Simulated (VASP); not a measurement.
# Sr8Ti8O23 (a cell with a defect) in VASP: single point with PBE

Aim: the single point of Sr8Ti8O23 (a cell with a defect) with PBE.

All numbers are computed with VASP 6.6.1; they aren't measurements. Logs are shortened: lines on timing, memory, paths and dates and some standing lists are left out, and cuts for length are marked.

## 1. The cell of the first run

The cell holds a defect, 39 atoms: a = 7.873 Å, b = 7.873 Å, c = 7.873 Å, α = 90.00°, β = 90.00°, γ = 90.00°.

## 2. Single point, PBE

INCAR reads:

```
SYSTEM = Sr8Ti8O23
ALGO = Normal ; EDIFF = 1E-6
ENCUT = 520 ; GGA = PE
ISIF = 2 ; ISMEAR = 0
LASPH = .TRUE. ; LCHARG = .FALSE.
LREAL = Auto ; LWAVE = .FALSE.
NBANDS = 182 ; NELECT = 312.0
NELM = 60 ; PREC = Accurate
SIGMA = 0.02
```

KPOINTS reads:

```
Automatic mesh
0
Gamma
  2 2 2
  0.5 0.5 0.5
```

POSCAR reads:

```
Sr8Ti8O23
1.0
    0.0000000000      0.0000000000     -7.8728082298
    0.0000000000     -7.8728082298      0.0000000000
   -7.8728082298      0.0000000000      0.0000000000
Sr Ti O
8 8 23
Direct
    0.2387882373      0.2432792650      0.2567207204
    0.7612117335      0.2432792650      0.2567207204
    0.2381103344      0.7551619227      0.2562577344
    0.7618896364      0.7551619227      0.2562577344
    0.2381103344      0.2437422510      0.7448380335
    0.7618896364      0.2437422510      0.7448380335
    0.2373638409      0.7556246547      0.7443754286
    0.7626361299      0.7556246547      0.7443754286
    0.0000000000      0.0000880245      0.4999119609
    0.4999999854      0.0001548367      0.4998451487
    0.0000000000      0.4997666506      0.4990384479
    0.4999999854      0.4915303265      0.5203290720
    0.0000000000      0.0009616645      1.0002334326
    0.4999999854     -0.0203290866      1.0084696297
    0.0000000000      0.4985288458      1.0014712374
    0.4999999854      0.5105156740      0.9894842822
    0.4999999854      0.3532317718      0.1467682136
    0.9999999708      0.5053294687      0.2423040095
    0.4999999854      1.0008554470      0.2541667397
    0.9999999708      1.0004376799      0.2498860562
    0.4999999854      0.4683918231      0.7519023488
    0.9999999708      0.5036440472      0.7372042898
    0.4999999854      1.0011336197      0.7605996266
    0.9999999708      1.0021687014      0.7502028282
    0.9999999708      0.2576959759     -0.0053294833
    0.4999999854      0.7480977344      0.0316081623
    0.9999999708      0.7627957934     -0.0036440618
    0.4999999854      0.2458332457      0.4991446362
    0.9999999708      0.2501139292      0.4995624033
    0.4999999854      0.7394003296      0.4988663366
    0.9999999708      0.7497971280      0.4978312548
    0.2569710758      0.4973179691      0.4802417244
    0.7430288951      0.4973179691      0.4802417244
    0.2492898268      0.9968168627      0.5031830936
    0.7507101440      0.9968168627      0.5031830936
    0.2498720841      0.5157270292      0.9842730540
    0.7501278867      0.5157270292      0.9842730540
    0.2569710758      1.0197582318      1.0026819871
    0.7430288951      1.0197582318      1.0026819871
```

Potentials or basis: VASP PAW PBE potentials, release 64 (Sr_sv, Ti_sv, O).

Command:

```
> cat potpaw_PBE.64/Sr_sv/POTCAR potpaw_PBE.64/Ti_sv/POTCAR potpaw_PBE.64/O/POTCAR > POTCAR
> mpirun -np 1 vasp_std > vasp.out
```

OUTCAR:

```text
SYSTEM = Sr8Ti8O23
   EDIFF = 1E-6
   ENCUT = 520
   GGA = PE
   ISIF = 2
   ISMEAR = 0
   LASPH = .TRUE.
   LREAL = Auto
   NELECT = 312.0
   NELM = 60
   PREC = Accurate

 ion  position               nearest neighbor table
   1  0.239  0.243  0.257-  17 2.39  32 2.67  38 2.67  20 2.68  29 2.68  34 2.75  18 2.79  25 2.79
                            19 2.81  28 2.81  36 3.03   9 3.30  13 3.35  11 3.35  10 3.40  15 3.41
   2  0.761  0.243  0.257-  17 2.39  33 2.67  39 2.67  20 2.68  29 2.68  35 2.75  18 2.79  25 2.79
                            19 2.81  28 2.81  37 3.03   9 3.30  13 3.35  11 3.35  10 3.40  15 3.41
   3  0.238  0.755  0.256-  31 2.67  20 2.69  32 2.69  26 2.72  18 2.72  34 2.72  27 2.78  30 2.81
                            19 2.83  36 2.85  38 2.89   9 3.30  14 3.34  11 3.35  13 3.36  15 3.41
   4  0.762  0.755  0.256-  31 2.67  20 2.69  33 2.69  26 2.72  18 2.72  35 2.72  27 2.78  30 2.81
                            19 2.83  37 2.85  39 2.89   9 3.30  14 3.34  11 3.35  13 3.36  15 3.41
   5  0.238  0.244  0.745-  24 2.67  29 2.69  38 2.69  21 2.72  25 2.72  34 2.72  22 2.78  23 2.81
                            28 2.83  36 2.85  32 2.89   9 3.30  12 3.34  13 3.35  11 3.36  15 3.41
   6  0.762  0.244  0.745-  24 2.67  29 2.69  39 2.69  21 2.72  25 2.72  35 2.72  22 2.78  23 2.81
                            28 2.83  37 2.85  33 2.89   9 3.30  12 3.34  13 3.35  11 3.36  15 3.41
   7  0.237  0.756  0.744-  36 2.67  34 2.69  24 2.69  31 2.69  27 2.73  22 2.73  23 2.83  30 2.83
                            38 2.91  32 2.91  26 3.06  21 3.06   9 3.30  11 3.36  13 3.36  15 3.42
   8  0.763  0.756  0.744-  37 2.67  35 2.69  24 2.69  31 2.69  27 2.73  22 2.73  23 2.83  30 2.83
                            39 2.91  33 2.91  26 3.06  21 3.06   9 3.30  11 3.36  13 3.36  15 3.42
   9  0.000  0.000  0.500-  34 1.96  35 1.96  29 1.97  20 1.97  24 1.97  31 1.97   1 3.30   2 3.30
                             7 3.30   8 3.30   5 3.30   6 3.30   3 3.30   4 3.30
  10  0.500  0.000  0.500-  28 1.93  19 1.93  34 1.97  35 1.97  23 2.05  30 2.05   2 3.40   1 3.40
                             6 3.41   5 3.41   4 3.41   3 3.41   7 3.42   8 3.42
  11  0.000  0.500  0.499-  22 1.88  29 1.97  31 1.97  18 2.02  32 2.03  33 2.03   3 3.35   4 3.35
                             1 3.35   2 3.35   7 3.36   8 3.36   5 3.36   6 3.36
  12  0.500  0.492  0.520-  21 1.83  32 1.94  33 1.94  28 1.94  30 1.96   6 3.34   5 3.34   8 3.42
                             7 3.42   2 3.52   1 3.52   4 3.59   3 3.59
  13  0.000  0.001  0.000-  27 1.88  20 1.97  24 1.97  25 2.02  38 2.03  39 2.03   5 3.35   6 3.35
                             1 3.35   2 3.35   7 3.36   8 3.36   3 3.36   4 3.36
  14  0.500  0.980  0.008-  26 1.83  38 1.94  39 1.94  19 1.94  23 1.96   4 3.34   3 3.34   8 3.42
                             7 3.42   2 3.52   1 3.52   6 3.59   5 3.59
  15  0.000  0.499  0.001-  18 1.90  25 1.90  36 1.98  37 1.98  22 2.08  27 2.08   1 3.41   2 3.41
                             3 3.41   4 3.41   5 3.41   6 3.41   7 3.42   8 3.42
  16  0.500  0.511  0.989-  17 1.75  21 1.90  26 1.90  37 1.97  36 1.97   8 3.42   7 3.42   6 3.52
                             5 3.52   4 3.52   3 3.52   2 3.62   1 3.62
  17  0.500  0.353  0.147-  16 1.75   2 2.39   1 2.39
  18  1.000  0.505  0.242-  15 1.90  11 2.02   4 2.72   3 2.72   2 2.79   1 2.79
  19  0.500  0.001  0.254-  10 1.93  14 1.94   2 2.81   1 2.81   4 2.83   3 2.83
  20  1.000  0.000  0.250-  13 1.97   9 1.97   2 2.68   1 2.68   4 2.69   3 2.69
  21  0.500  0.468  0.752-  12 1.83  16 1.90   6 2.72   5 2.72   7 3.06   8 3.06
  22  1.000  0.504  0.737-  11 1.88  15 2.08   8 2.73   7 2.73   6 2.78   5 2.78
  23  0.500  0.001  0.761-  14 1.96  10 2.05   6 2.81   5 2.81   7 2.83   8 2.83
[... 14 lines left out ...]
  38  0.257  0.020  0.003-  14 1.94  13 2.03   1 2.67   5 2.69   3 2.89   7 2.91
  39  0.743  0.020  0.003-  14 1.94  13 2.03   2 2.67   6 2.69   4 2.89   8 2.91

  LATTYP: Found a simple cubic cell.
 ALAT       =     7.8728082298

  Lattice vectors:

 A1 = (   0.0000000000,   0.0000000000,  -7.8728082298)
 A2 = (   0.0000000000,  -7.8728082298,   0.0000000000)
 A3 = (  -7.8728082298,   0.0000000000,   0.0000000000)

Analysis of symmetry for initial positions (statically):
=====================================================================
 Subroutine PRICEL returns:
 Original cell was already a primitive cell.

 Routine SETGRP: Setting up the symmetry group for a
 simple cubic supercell.

 Subroutine GETGRP returns: Found  4 space group operations
 (whereof  2 operations were pure point group operations)
 out of a pool of 48 trial point group operations.

The static configuration has the point symmetry C_1h.
 The point group associated with its full space group is C_2v.

Analysis of symmetry for dynamics (positions and initial velocities):
=====================================================================
 Subroutine PRICEL returns:
 Original cell was already a primitive cell.

 Routine SETGRP: Setting up the symmetry group for a
 simple cubic supercell.

[... 125 lines left out ...]

  Shift w.r.t. Gamma in fractional coordinates (k-lattice)
     0.500000000  0.500000000  0.500000000

 Subroutine IBZKPT returns following result:
 ===========================================

 Found      2 irreducible k-points:

 Following reciprocal coordinates:
            Coordinates               Weight
  0.250000  0.250000  0.250000      4.000000
 -0.250000 -0.250000  0.250000      4.000000
   k-points           NKPTS =      2   k-points in BZ     NKDIM =      2   number of bands    NBANDS=    182
   number of dos      NEDOS =    301   number of ions     NIONS =     39
   total plane-waves  NPLWV = 216000
   dimension x,y,z NGX =    60 NGY =   60 NGZ =   60
   dimension x,y,z NGXF=   120 NGYF=  120 NGZF=  120
   ions per type =               8   8  23
   NGX,Y,Z   is equivalent  to a cutoff of  12.67, 12.67, 12.67 a.u.
   NGXF,Y,Z  is equivalent  to a cutoff of  25.34, 25.34, 25.34 a.u.
 SYSTEM =  Sr8Ti8O23
   PREC   = accura    normal or accurate (medium, high low for compatibility)
   ISTART =      0    job   : 0-new  1-cont  2-samecut
   ICHARG =      2    charge: 1-file 2-atom 10-const
   ISPIN  =      1    spin polarized calculation?
   LNONCOLLINEAR =      F non collinear calculations
   LSORBIT =      F    spin-orbit coupling
   LASPH  =      T    aspherical Exc in radial PAW
   ENCUT  =  520.0 eV  38.22 Ry    6.18 a.u.  14.64 14.64 14.64*2*pi/ulx,y,z
   NELM   =     60;   NELMIN=  2; NELMDL= -5     # of ELM steps
   EDIFF  = 0.1E-05   stopping-criterion for ELM
   LREAL  =      T    real-space projection
   EDIFFG = 0.1E-04   stopping-criterion for IOM
   NSW    =      0    number of steps for IOM
   IBRION =     -1    ionic relax: 0-MD 1-quasi-New 2-CG
   NFREE  =      0    steps in history (QN), initial steepest desc. (CG)
   ISIF   =      2    stress and relaxation
   ISYM   =      2    0-nonsym 1-usesym 2-fastsym
   POTIM  = 0.5000    time-step for ionic-motion
   TEBEG  =    0.0;   TEEND  =   0.0 temperature during run
   PSTRESS=    0.0 pullay stress
   NELECT =     312.0000    total number of electrons
   NUPDOWN=      -1.0000    fix difference up-down
   EMIN   =  10.00;   EMAX   =-10.00  energy-range for DOS
   EFERMI =   0.00;   METHOD = LEGACY
   ISMEAR =     0;   SIGMA  =   0.02  broadening in eV -4-tet -1-fermi 0-gaus
   EFERMI_NEDOS =   21; number of points for ismear=-14 and -15
   IALGO  =     38    algorithm
   IMIX   =      4    mixing-type and parameters
     AMIX     =   0.40;   BMIX     =  1.00
     AMIX_MAG =   1.60;   BMIX_MAG =  1.00
  volume/ion in A,a.u.               =      12.51        84.43
  Fermi-wavevector in a.u.,A,eV,Ry     =   1.410360  2.665194 27.063562  1.989116
  Thomas-Fermi vector in A             =   2.532322
   LORBIT       =      0    0 simple, 1 ext, 2 COOP (PROOUT), +10 PAW based schemes
   GGA     = PE    functional components
   LHFCALC =     F    Hartree Fock is set to
   AEXX    =    0.0000 exact exchange contribution
   IVDW    =     0    specifies the selected vdW correction
   LEPSILON=     F    determine dielectric tensor
   LRPA    =     F    only Hartree local field effects (RPA)
 non-spin polarized calculation
 Gauss-broadening in eV      SIGMA  =   0.02
  energy-cutoff  :      520.00
  volume of cell :      487.97
 maximum number of plane-waves:     13154
 NGX is ok and might be reduce to    60
   NGX = 29   NGY = 29   NGZ = 29

 number of electron     311.9999958 magnetization

 Free energy of the ion-electron system (eV)
  ---------------------------------------------------
  ext. energy  EPLUGINS =         0.00000000
  ---------------------------------------------------
  free energy    TOTEN  =      -322.36472789 eV

  energy without entropy =     -322.36472789  energy(sigma->0) =     -322.36472789

 E-fermi :   3.7481     XC(G=0): -10.9511

 val. band max:        3.5985399521   @ k =   0.2500   0.2500   0.2500
 cond. band min:       6.1963951409   @ k =   0.2500   0.2500   0.2500
 fundamental gap:      2.5978551888
 Fermi energy:         3.7481057593

 k-point     1 :       0.2500    0.2500    0.2500
  band No.  band energies     occupation
      1     -52.7973      2.00000
      2     -52.7973      2.00000
      3     -52.7482      2.00000
      4     -52.7310      2.00000
      5     -52.7310      2.00000
      6     -52.6894      2.00000
[... 160 lines left out ...]
    167       7.2379      0.00000
    168       7.2727      0.00000

 k-point     2 :      -0.2500   -0.2500    0.2500
  band No.  band energies     occupation
      1     -52.7973      2.00000
      2     -52.7973      2.00000
      3     -52.7482      2.00000
      4     -52.7310      2.00000
      5     -52.7310      2.00000
      6     -52.6894      2.00000
[... 160 lines left out ...]
    167       7.2354      0.00000
    168       7.2377      0.00000
 [bands above 168 left out]

------------------------ aborting loop because EDIFF is reached ----------------------------------------

  FORCE on cell =-STRESS in cart. coord.  units (eV):
  Direction    XX          YY          ZZ          XY          YZ          ZX
  --------------------------------------------------------------------------------------
  -------------------------------------------------------------------------------------
  Total       -8.6973571     -8.6973571    -12.2031922      0.3570336      0.0000000      0.0000000
  in kB      -28.5567558    -28.5567558    -40.0677555      1.1722779      0.0000000      0.0000000
  external PRESSURE =     -32.3937557 kB  Pullay stress =       0.0000000 kB

 VOLUME and BASIS-vectors are now :
 -----------------------------------------------------------------------------
  energy-cutoff  :      520.00
  volume of cell :      487.97
      direct lattice vectors                 reciprocal lattice vectors
     0.000000000  0.000000000 -7.872808230     0.000000000  0.000000000 -0.127019479
     0.000000000 -7.872808230  0.000000000     0.000000000 -0.127019479  0.000000000
    -7.872808230  0.000000000  0.000000000    -0.127019479  0.000000000  0.000000000

 POSITION                                       TOTAL-FORCE (eV/Angst)
 -----------------------------------------------------------------------------------
     -2.02111     -1.91529     -1.87993        -0.010833      0.010833      0.024561
     -2.02111     -1.91529     -5.99287        -0.010833      0.010833     -0.024561
     -2.01747     -5.94524     -1.87460        -0.005485      0.008187     -0.015561
     -2.01747     -5.94524     -5.99821        -0.005485      0.008187      0.015561
     -5.86397     -1.91894     -1.87460        -0.008187      0.005485     -0.015561
     -5.86397     -1.91894     -5.99821        -0.008187      0.005485      0.015561
[... 31 lines left out ...]
     -0.02111     -0.15555     -2.02308         0.001320     -0.004156      0.011823
     -0.02111     -0.15555     -5.84972         0.001320     -0.004156     -0.011823
 -----------------------------------------------------------------------------------
    total drift:                                0.060718     -0.045578     -0.005628

  FREE ENERGIE OF THE ION-ELECTRON SYSTEM (eV)
  ---------------------------------------------------
  free  energy   TOTEN  =      -322.3647278890 eV

  energy  without entropy=     -322.3647278890  energy(sigma->0) =     -322.36472789
```

Wall time 7.4 min (1 thread of Intel Xeon Platinum 8375C at 2.90GHz (Ice Lake), shared host); peak memory 0.54 GiB.

What came out:

```yaml
Free_energy: -322.3647 eV
Largest_force: 0.090 eV/Å
```

Forces on the atoms (eV/Å):
```
Sr  -0.011  0.011  0.025
Sr  -0.011  0.011 -0.025
Sr  -0.005  0.008 -0.016
Sr  -0.005  0.008  0.016
Sr  -0.008  0.005 -0.016
Sr  -0.008  0.005  0.016
Sr  -0.006  0.006 -0.022
Sr  -0.006  0.006  0.022
Ti  -0.002  0.002  0.000
Ti   0.008 -0.008  0.000
Ti   0.055  0.015  0.000
Ti   0.042 -0.025  0.000
Ti  -0.015 -0.055  0.000
Ti   0.025 -0.042  0.000
Ti   0.027 -0.027  0.000
Ti   0.047 -0.047  0.000
O   -0.064  0.064  0.000
O   -0.014 -0.002  0.000
O    0.008  0.001  0.000
O    0.021 -0.010  0.000
O   -0.022 -0.002  0.000
O   -0.071 -0.008  0.000
O   -0.013 -0.008  0.000
O   -0.004 -0.010  0.000
O    0.002  0.014  0.000
O    0.002  0.022  0.000
O    0.008  0.071  0.000
O   -0.001 -0.008  0.000
O    0.010 -0.021  0.000
O    0.008  0.013  0.000
O    0.010  0.004  0.000
O    0.004 -0.001  0.012
O    0.004 -0.001 -0.012
O   -0.002  0.002 -0.004
O   -0.002  0.002  0.004
O   -0.005  0.005  0.017
O   -0.005  0.005 -0.017
O    0.001 -0.004  0.012
O    0.001 -0.004 -0.012
```

Caveat: the cell carries a net charge on a neutralising background, which shifts energy and pressure; the cell is charged against a uniform background, so pressure and absolute levels hang on convention.
